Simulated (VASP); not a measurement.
Write the native input for VASP 6.6.1 that does the following.

- Task: single point
- Functional: PBE
- Potentials or basis: VASP PAW PBE potentials, release 64 (Ga_d, B, As)
- Cutoff: 520 eV
- k mesh: 4 × 4 × 4
- Occupations: gaussian, width 0.1 eV
- Spin: no spin polarisation
- Dipole correction: no
- Further INCAR settings: ALGO = Normal; EDIFF = 1e-06; NBANDS = 35

The structure of Ga3BAs2 lies in POSCAR:

```
Ga3BAs2
1.0
   -1.8390300182      3.9453441887      3.7018581006
    1.8390300182     -3.9453441887      3.7018581006
    1.8390300182      3.9453441887     -3.7018581006
Ga B As
3 1 2
Direct
    0.7669857516      0.5000000000      0.2669857516
    0.2330142484      0.5000000000      0.7330142484
    0.0000000000      0.0000000000      0.0000000000
    0.5000000000      0.5000000000      0.0000000000
    0.2860282384      0.7860282384      0.5000000000
    0.7139717616      0.2139717616      0.5000000000
```

The cell was generated, and may not be a known phase.

These files were run (other wordings do the same):

INCAR

```
ALGO = Normal ; EDIFF = 1E-6
ENCUT = 520 ; GGA = PE
ISIF = 2 ; ISMEAR = 0
LASPH = T ; LCHARG = F
LREAL = F ; LWAVE = F
NBANDS = 35 ; NELM = 80
PREC = Accurate ; SIGMA = 0.1
```

KPOINTS

```
k-points
0
Gamma
  4 4 4
```

Potentials or basis: VASP PAW PBE potentials, release 64 (Ga_d, B, As).

Run with:

```sh
$ cat potpaw_PBE.64/Ga_d/POTCAR potpaw_PBE.64/B/POTCAR potpaw_PBE.64/As/POTCAR > POTCAR
$ mpirun -np 1 vasp_std > vasp.out
```

Results of the run:

- Pressure: 0.2 GPa
- Largest force: 0.014 eV/Å
- Band gap on the k mesh: zero (bands 26 and 27 overlap by 2.49 eV)

Caveat: the k points lie up to 0.47 Å⁻¹ apart, too coarse for converged energies and pressures of a metal.

Run time: 49 s on 1 thread of AMD EPYC 9R45 96-Core Processor (Zen 5) (shared host), peak memory 0.25 GiB.
